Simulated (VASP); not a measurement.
# Zn3Se (P6_3/mmc) in VASP: relaxation of cell and atoms with PBE

Aim: the relaxation of cell and atoms of Zn3Se with PBE.

All numbers are computed with VASP 6.6.1; they aren't measurements. Logs are shortened: lines on timing, memory, paths and dates and some standing lists are left out, and cuts for length are marked.

## (1) The cell of the first run

It takes space group P6_3/mmc (No. 194, hexagonal). The conventional cell has a = 6.063 Å, b = 6.063 Å, c = 4.894 Å, α = 90.00°, β = 90.00°, γ = 120.00°. Within 4.0 Å of Zn (site symmetry mm2) lie 4 Se at 3.01 to 3.03 Å and 8 Zn at 3.01 to 3.04 Å. Within 4.0 Å of Se (site symmetry -6m2) lie 12 Zn at 3.01 to 3.03 Å.

The cell was generated, and may not be a known phase.

## (2) Relaxation of cell and atoms, PBE

The input, INCAR:

```
SYSTEM = Zn3Se
PREC = Accurate
ENCUT = 600
EDIFF = 1E-6
ISMEAR = 0
SIGMA = 0.1
LREAL = .FALSE.
LASPH = .TRUE.
NELM = 100
ALGO = Normal
ISIF = 3
LWAVE = .FALSE.
LCHARG = .FALSE.
GGA = PE
IBRION = 2
NSW = 100
EDIFFG = -0.01
```

The input, KPOINTS:

```
Automatic mesh
0
G
  6 6 8
  0 0 0
```

The input, POSCAR:

```
Zn3Se
1.0
    6.0633142600      0.0000000000      0.0000000000
   -3.0316571300      5.2509841800      0.0000000000
    0.0000000000      0.0000000000      4.8943674600
Zn Se
6 2
Direct
    0.8329999900      0.6659999800      0.2500000000
    0.1670000100      0.8329999900      0.7500000000
    0.3340000200      0.1670000100      0.2500000000
    0.1670000100      0.3340000200      0.7500000000
    0.8329999900      0.1670000100      0.2500000000
    0.6659999800      0.8329999900      0.7500000000
    0.3333333300      0.6666666700      0.2500000000
    0.6666666700      0.3333333300      0.7500000000
```

Potentials or basis: VASP PAW PBE potentials, release 64 (Zn, Se).

Launch:

```sh
$ cat potpaw_PBE.64/Zn/POTCAR potpaw_PBE.64/Se/POTCAR > POTCAR
$ mpirun -np 1 vasp_std > vasp.out
```

OUTCAR:

```text
SYSTEM = Zn3Se
   PREC = Accurate
   ENCUT = 600
   EDIFF = 1E-6
   ISMEAR = 0
   LREAL = .FALSE.
   LASPH = .TRUE.
   NELM = 100
   ISIF = 3
   GGA = PE
   IBRION = 2
   NSW = 100
   EDIFFG = -0.01

 ion  position               nearest neighbor table
   1  0.833  0.666  0.250-   6 3.01   6 3.01   2 3.01   2 3.01   5 3.03   3 3.03   3 3.04   5 3.04

   2  0.167  0.833  0.750-   3 3.01   3 3.01   1 3.01   1 3.01   4 3.03   6 3.03   4 3.04   6 3.04

   3  0.334  0.167  0.250-   2 3.01   2 3.01   4 3.01   4 3.01   1 3.03   5 3.03   1 3.04   5 3.04

   4  0.167  0.334  0.750-   3 3.01   3 3.01   5 3.01   5 3.01   2 3.03   6 3.03   2 3.04   6 3.04

   5  0.833  0.167  0.250-   6 3.01   6 3.01   4 3.01   4 3.01   1 3.03   3 3.03   1 3.04   3 3.04

   6  0.666  0.833  0.750-   5 3.01   5 3.01   1 3.01   1 3.01   4 3.03   2 3.03   4 3.04   2 3.04

   7  0.333  0.667  0.250-
   8  0.667  0.333  0.750-

  LATTYP: Found a hexagonal cell.
 ALAT       =     6.0633142600
 C/A-ratio  =     0.8072099268

  Lattice vectors:

 A1 = (   6.0633142600,   0.0000000000,   0.0000000000)
 A2 = (  -3.0316571300,   5.2509841800,   0.0000000000)
 A3 = (   0.0000000000,   0.0000000000,   4.8943674600)

Analysis of symmetry for initial positions (statically):
=====================================================================
 Subroutine PRICEL returns:
 Original cell was already a primitive cell.

 Routine SETGRP: Setting up the symmetry group for a
 hexagonal supercell.

 Subroutine GETGRP returns: Found 24 space group operations
 (whereof 12 operations were pure point group operations)
 out of a pool of 24 trial point group operations.

The static configuration has the point symmetry D_3d.
 The point group associated with its full space group is D_6h.

Analysis of symmetry for dynamics (positions and initial velocities):
=====================================================================
 Subroutine PRICEL returns:
 Original cell was already a primitive cell.

 Routine SETGRP: Setting up the symmetry group for a
 hexagonal supercell.

 Subroutine GETGRP returns: Found 24 space group operations
 (whereof 12 operations were pure point group operations)
 out of a pool of 24 trial point group operations.

The dynamic configuration has the point symmetry D_3d.
 The point group associated with its full space group is D_6h.

 Subroutine INISYM returns: Found 24 space group operations
[... 124 lines left out ...]
   ISMEAR =     0;   SIGMA  =   0.10  broadening in eV -4-tet -1-fermi 0-gaus
   EFERMI_NEDOS =   21; number of points for ismear=-14 and -15
   IALGO  =     38    algorithm
   IMIX   =      4    mixing-type and parameters
     AMIX     =   0.40;   BMIX     =  1.00
     AMIX_MAG =   1.60;   BMIX_MAG =  1.00
  volume/ion in A,a.u.               =      19.48       131.45
  Fermi-wavevector in a.u.,A,eV,Ry     =   1.332351  2.517779 24.152524  1.775160
  Thomas-Fermi vector in A             =   2.461293
   LORBIT       =      0    0 simple, 1 ext, 2 COOP (PROOUT), +10 PAW based schemes
   GGA     = PE    functional components
   LHFCALC =     F    Hartree Fock is set to
   AEXX    =    0.0000 exact exchange contribution
   IVDW    =     0    specifies the selected vdW correction
   LEPSILON=     F    determine dielectric tensor
   LRPA    =     F    only Hartree local field effects (RPA)
 conjugate gradient relaxation of ions
 non-spin polarized calculation
 Gauss-broadening in eV      SIGMA  =   0.10
  energy-cutoff  :      600.00
  volume of cell :      155.83
 maximum number of plane-waves:      5244
   NGX = 25   NGY = 25   NGZ = 19

--------------------------------------- Ionic step        1  -------------------------------------------

 number of electron      84.0000052 magnetization

 Free energy of the ion-electron system (eV)
  ---------------------------------------------------
  ext. energy  EPLUGINS =         0.00000000
  ---------------------------------------------------
  free energy    TOTEN  =       -12.31794030 eV

  energy without entropy =      -12.29928918  energy(sigma->0) =      -12.30861474

------------------------ aborting loop because EDIFF is reached ----------------------------------------

  FORCE on cell =-STRESS in cart. coord.  units (eV):
  Direction    XX          YY          ZZ          XY          YZ          ZX
  --------------------------------------------------------------------------------------
  -------------------------------------------------------------------------------------
  Total       -3.2097724     -3.2097724     -3.7728769     -0.0000000      0.0000000      0.0000000
  in kB      -33.0017870    -33.0017870    -38.7914365     -0.0000000      0.0000000      0.0000000
  external PRESSURE =     -34.9316702 kB  Pullay stress =       0.0000000 kB
[... 107 lines left out ...]
  FREE ENERGIE OF THE ION-ELECTRON SYSTEM (eV)
  ---------------------------------------------------
  free  energy   TOTEN  =       -12.4844235315 eV

  energy  without entropy=      -12.4632543388  energy(sigma->0) =      -12.47383894

[... ionic steps 4 to 44 ...]

--------------------------------------- Ionic step       45  -------------------------------------------

 number of electron      83.9999947 magnetization

------------------------ aborting loop because EDIFF is reached ----------------------------------------
[... 79 lines left out ...]
--------------------------------------- Ionic step       47  -------------------------------------------

 number of electron      83.9999947 magnetization

 Free energy of the ion-electron system (eV)
  ---------------------------------------------------
  ext. energy  EPLUGINS =         0.00000000
  ---------------------------------------------------
  free energy    TOTEN  =       -13.34949530 eV

  energy without entropy =      -13.33902739  energy(sigma->0) =      -13.34426135

 E-fermi :   2.5132     XC(G=0): -10.3947

 val. band max:        2.5026951434   @ k =   0.3333   0.0000   0.5000
 cond. band min:       2.5184823590   @ k =   0.3333   0.0000   0.3750
 fundamental gap:      0.0157872157
 Fermi energy:         2.5132352453

 k-point     1 :       0.0000    0.0000    0.0000
  band No.  band energies     occupation
      1     -11.0404      2.00000
      2     -10.5492      2.00000
      3      -4.8926      2.00000
      4      -4.8926      2.00000
      5      -4.8753      2.00000
      6      -4.8753      2.00000
[... 1261 lines left out ...]
     49       6.6805      0.00000
     50       6.8520      0.00000

 [... further k-points ...]
[... 5 lines left out ...]
  --------------------------------------------------------------------------------------
  -------------------------------------------------------------------------------------
  Total       -0.0029875     -0.0029875     -0.0404796      0.0000000      0.0000000      0.0000000
  in kB       -0.0311613     -0.0311613     -0.4222209      0.0000000      0.0000000      0.0000000
  external PRESSURE =      -0.1615145 kB  Pullay stress =       0.0000000 kB
[... 23 lines left out ...]
  FREE ENERGIE OF THE ION-ELECTRON SYSTEM (eV)
  ---------------------------------------------------
  free  energy   TOTEN  =       -13.3494953012 eV

  energy  without entropy=      -13.3390273900  energy(sigma->0) =      -13.34426135

 reached required accuracy - stopping structural energy minimisation
```

OSZICAR:

```text
N       E                     dE             d eps       ncg     rms          rms(c)
DAV:   1     0.656289822926E+03    0.65629E+03   -0.43138E+04  3500   0.248E+03
DAV:   2     0.598946325876E+02   -0.59640E+03   -0.58241E+03  3500   0.514E+02
[... 443 lines left out ...]
  46 F= -.13349432E+02 E0= -.13344202E+02  d E =-.172207E-02
       N       E                     dE             d eps       ncg     rms          rms(c)
DAV:   1    -0.133495104740E+02   -0.78367E-04   -0.26770E-02  3644   0.829E-01    0.386E-02
DAV:   2    -0.133495001906E+02    0.10283E-04   -0.17691E-04  4104   0.110E-01    0.165E-02
DAV:   3    -0.133494964471E+02    0.37435E-05   -0.79674E-06  3422   0.192E-02    0.750E-03
DAV:   4    -0.133494952439E+02    0.12032E-05   -0.17903E-06  2020   0.112E-02    0.211E-03
DAV:   5    -0.133494953012E+02   -0.57340E-07   -0.68227E-07  1758   0.900E-03
  47 F= -.13349495E+02 E0= -.13344261E+02  d E =-.629257E-04
```

CONTCAR:

```text
Zn3Se
   1.00000000000000
     6.9493301724814831    0.0000000000000000    0.0000000000000000
    -3.4746650862407416    6.0182964682377511   -0.0000000000000000
     0.0000000000000000    0.0000000000000000    3.6727386879428887
  Zn              Se
     6     2
Direct
     0.8385133650159288    0.6770267300318646    0.2500000000000000
     0.1614866349840842    0.8385133650159288    0.7500000000000000
     0.3229732699681483    0.1614866349840712    0.2500000000000000
     0.1614866349840712    0.3229732699681352    0.7500000000000000
     0.8385133650159157    0.1614866349840712    0.2500000000000000
     0.6770267300318514    0.8385133650159288    0.7500000000000000
     0.3333333300000021    0.6666666699999979    0.2500000000000000
     0.6666666699999979    0.3333333300000021    0.7500000000000000

  0.00000000E+00  0.00000000E+00  0.00000000E+00
  0.00000000E+00  0.00000000E+00  0.00000000E+00
  0.00000000E+00  0.00000000E+00  0.00000000E+00
  0.00000000E+00  0.00000000E+00  0.00000000E+00
  0.00000000E+00  0.00000000E+00  0.00000000E+00
  0.00000000E+00  0.00000000E+00  0.00000000E+00
  0.00000000E+00  0.00000000E+00  0.00000000E+00
  0.00000000E+00  0.00000000E+00  0.00000000E+00
```

It took 59 min on 1 thread of Intel Xeon 6975P-C (Granite Rapids), shared host; peak memory 0.48 GiB.

What came out:

```yaml
Free_energy: -13.3495 eV
Relaxed_volume: 19.20 Å³/atom
Relaxed_cell: a = 6.949 Å, b = 6.949 Å, c = 3.673 Å, α = 90.00°, β = 90.00°, γ = 120.00°
Space_group_after_relaxing_to_0.1_Å: P6_3/mmc (No. 194)
Energy_gained_by_relaxing: 128.9 meV/atom
Ionic_steps: 47
Pressure_after_relaxing: 0.0 GPa
Largest_force_after_relaxing: 0.010 eV/Å
Band_gap_on_the_k_mesh: zero (bands 42 and 43 overlap by 3.31 eV)
```

Forces in eV/Å, atoms in the order of the input:
```
Zn   0.000  0.010  0.000
Zn  -0.008  0.005  0.000
Zn  -0.008 -0.005  0.000
Zn   0.000 -0.010  0.000
Zn   0.008 -0.005  0.000
Zn   0.008  0.005  0.000
Se   0.000  0.000  0.000
Se   0.000  0.000  0.000
```

The path:
| step | energy change (eV) | largest force (eV/Å) | pressure (GPa) | volume (Å³) |
| --- | --- | --- | --- | --- |
| 1 | 0.0000 | 0.2535 | -3.49 | 155.83 |
| 3 | -0.1665 | 0.3026 | 0.43 | 142.80 |
| 5 | -0.2519 | 0.0639 | 0.61 | 142.06 |
| 7 | -0.2710 | 0.0745 | -0.53 | 145.35 |
| 9 | -0.2917 | 0.0747 | -0.13 | 144.61 |
| 11 | -0.4962 | 0.0306 | 3.40 | 140.11 |
| 13 | -0.5601 | 0.0014 | 4.92 | 138.12 |
| 15 | -0.5641 | 0.1788 | 7.32 | 135.66 |
| 17 | -0.5692 | 0.1934 | 7.49 | 135.65 |
| 19 | -0.5840 | 0.2580 | 7.81 | 135.57 |
| 21 | -0.5849 | 0.2864 | 8.06 | 135.52 |
| 23 | -0.6214 | 0.2872 | 7.61 | 136.24 |
| 25 | -0.7591 | 0.2907 | 5.81 | 139.49 |
| 27 | -0.9308 | 0.3716 | 0.42 | 152.68 |
| 29 | -0.9518 | 0.3294 | 1.04 | 150.81 |
| 31 | -1.0145 | 0.0979 | -0.15 | 152.92 |
| 33 | -1.0166 | 0.0833 | -0.12 | 152.70 |
| 35 | -1.0185 | 0.0067 | 0.98 | 150.26 |
| 37 | -1.0234 | 0.0260 | 0.33 | 151.65 |
| 39 | -1.0287 | 0.0477 | -0.28 | 154.45 |
| 41 | -1.0309 | 0.0189 | 0.00 | 153.59 |
| 43 | -1.0315 | 0.0150 | 0.03 | 153.58 |
| 45 | -1.0315 | 0.0137 | 0.03 | 153.58 |
| 47 | -1.0316 | 0.0098 | -0.02 | 153.61 |

Final structure:
```
Zn Se
1.0
     6.94933    0.00000    0.00000
    -3.47467    6.01830    0.00000
     0.00000    0.00000    3.67274
Zn Se
6 2
Direct
  0.83851 0.67703 0.25000
  0.16149 0.83851 0.75000
  0.32297 0.16149 0.25000
  0.16149 0.32297 0.75000
  0.83851 0.16149 0.25000
  0.67703 0.83851 0.75000
  0.33333 0.66667 0.25000
  0.66667 0.33333 0.75000
```

Caveat: a cell axis changed by over 15 % at a fixed basis, so the end point is rough.
